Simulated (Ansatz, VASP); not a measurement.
Two plane-wave programs on Zn4O

The input INCAR:

```
SYSTEM = Zn4O
ALGO = Normal ; EDIFF = 1E-6
EDIFFG = -0.01 ; ENCUT = 600
GGA = PE ; IBRION = 2
ISIF = 3 ; ISMEAR = 0
LASPH = .TRUE. ; LCHARG = .FALSE.
LREAL = .FALSE. ; LUSENCCL = .FALSE.
LWAVE = .FALSE. ; NELM = 80
NSW = 100 ; PREC = Accurate
SIGMA = 0.1
```

KPOINTS

```
k-points
0
G
  12 12 12
  0 0 0
```

POSCAR

```
Zn4O
1.0
    1.4691273609      0.8482010773      9.0110576419
   -1.4691273609      0.8482010773      9.0110576419
    0.0000000000     -1.6964021545      9.0110576419
Zn O
4 1
Direct
    0.3826979707      0.3826979707      0.3826979707
    0.7930566634      0.7930566634      0.7930566634
    0.2069433366      0.2069433366      0.2069433366
    0.6173020293      0.6173020293      0.6173020293
    0.0000000000      0.0000000000      0.0000000000
```

Input for Ansatz:

```yaml
crystal:
  lattice:
    - [1.4691273609, 0.8482010773, 9.0110576419]
    - [-1.4691273609, 0.8482010773, 9.0110576419]
    - [0.0, -1.6964021545, 9.0110576419]
  atoms:
    - { symbol: Zn, position: [0.3826979707, 0.3826979707, 0.3826979707] }
    - { symbol: Zn, position: [0.7930566634, 0.7930566634, 0.7930566634] }
    - { symbol: Zn, position: [0.2069433366, 0.2069433366, 0.2069433366] }
    - { symbol: Zn, position: [0.6173020293, 0.6173020293, 0.6173020293] }
    - { symbol: O, position: [0.0, 0.0, 0.0] }
basis:
  ecutwfc: 420
kpoints:
  mp_grid: { grid: [12, 12, 12] }
hamiltonian:
  xc: pbe
scf:
  occupations: { method: gaussian, width: 0.1 }
output:
  forces: true
  stress: true
  eigenvalues: true
relax:
  adjacent_minimum: "off"
  f_tol: 0.01
  max_steps: 80
  cell: { stress_tol: 0.05 }
```

Change from the starting cell: species swapped into the FeCu4 type (R-3m, No. 166).

Alike in both runs: task relaxation of cell and atoms; functional PBE; k mesh 12 × 12 × 12; occupations gaussian, width 0.1 eV; no spin polarisation.

|  | VASP | Ansatz |
| --- | --- | --- |
| version | VASP 6.6.1 | Ansatz 0.2.0 |
| potentials or method | VASP PAW PBE potentials, release 64 (Zn, O), cutoff 600 eV | scalar-relativistic, plane waves, PAW |
| valence electrons in the cell | 54 | 54 |

VASP gave:

| Quantity | Value |
| --- | --- |
| gap on the k mesh at the Fermi level, each at its own relaxed structure (eV) | none |
| relaxed volume (Å³/atom) | 13.63 |
| relaxed cell length with the largest relative difference (Å) | 8.989 |

Q: Estimate Ansatz's values.

A: gap on the k mesh at the Fermi level, each at its own relaxed structure (eV): none; relaxed volume (Å³/atom): 13.58; relaxed cell length with the largest relative difference (Å): 8.981.

A gap of «none» marks a metal or a gap that the smearing closes.
